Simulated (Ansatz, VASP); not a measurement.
## Cd2As: VASP beside Ansatz

```
CELL_PARAMETERS angstrom
4.09573 0.00000 0.00000
-2.04787 3.54701 0.00000
0.00000 0.00000 4.42230
ATOMIC_POSITIONS crystal
Cd 0.33333 0.66667 0.50000
Cd 0.66667 0.33333 0.50000
As 0.00000 0.00000 0.00000
```

Alike in both runs: task relaxation of cell and atoms; functional PBE; k mesh 6 × 6 × 4; occupations gaussian, width 0.1 eV; no spin polarisation.

```csv
,VASP,Ansatz
version,VASP 6.6.1,Ansatz 0.2.0
potentials or method,"VASP PAW PBE potentials, release 64 (Cd, As), cutoff 600 eV","scalar-relativistic, plane waves, PAW"
valence electrons in the cell,29,55
```

```tsv
	VASP	Ansatz	Ansatz less VASP
gap on the k mesh at the Fermi level, each at its own relaxed structure (eV)	none	none	-
relaxed volume (Å³/atom)	22.52	22.44	-0.079
relaxed cell length with the largest relative difference (Å)	4.879	4.872	-0.0074
```

A gap of «none» marks a metal or a gap that the smearing closes. VASP's potentials hold 29 valence electrons a cell and Ansatz's 55, so a difference there can come from the potentials and not from the codes.
